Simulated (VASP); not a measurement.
A run of VASP 6.6.1:

POSCAR

```
KI
1.0
    4.3335739675      0.0000000000      0.0000000000
    0.0000000000      4.3335739675      0.0000000000
    0.0000000000      0.0000000000      4.3335739675
K I
1 1
Direct
    0.0000000000      0.0000000000      0.0000000000
    0.5000000000      0.5000000000      0.5000000000
```

INCAR.step1

```
PREC = Accurate ; ENCUT = 520
ISMEAR = 0 ; SIGMA = 0.01
LREAL = False ; LASPH = True
NELM = 80 ; NBANDS = 15
GGA = PE ; ALGO = Normal
EDIFF = 1E-4 ; LWAVE = True
LCHARG = False
```

Contents of INCAR.step2:

```
PREC = Accurate ; ENCUT = 520
EDIFF = 1E-6 ; ISMEAR = 0
SIGMA = 0.01 ; LREAL = False
LASPH = True ; NELM = 80
ALGO = Normal ; ISIF = 2
LWAVE = False ; LCHARG = False
METAGGA = R2SCAN ; LMIXTAU = True
NBANDS = 15 ; ISTART = 1
```

Contents of KPOINTS:

```
regular mesh
0
Gamma
  6 6 6
```

Potentials or basis: VASP PAW PBE potentials, release 64 (K_sv, I).

The run is started by

```console
$ cat potpaw_PBE.64/K_sv/POTCAR potpaw_PBE.64/I/POTCAR > POTCAR
$ cp INCAR.step1 INCAR
$ mpirun -np 1 vasp_std > vasp.out
$ cp INCAR.step2 INCAR
$ mpirun -np 1 vasp_std > vasp.out
```

Hardware: 1 thread of Intel(R) Xeon(R) 6975P-C (Granite Rapids), with other jobs on the host.

Problem. Estimate the wall time of this run.

Solution. It took 28 s on 1 thread of Intel(R) Xeon(R) 6975P-C (Granite Rapids), on a shared host, peak memory 0.19 GiB. Counts: k points 20.
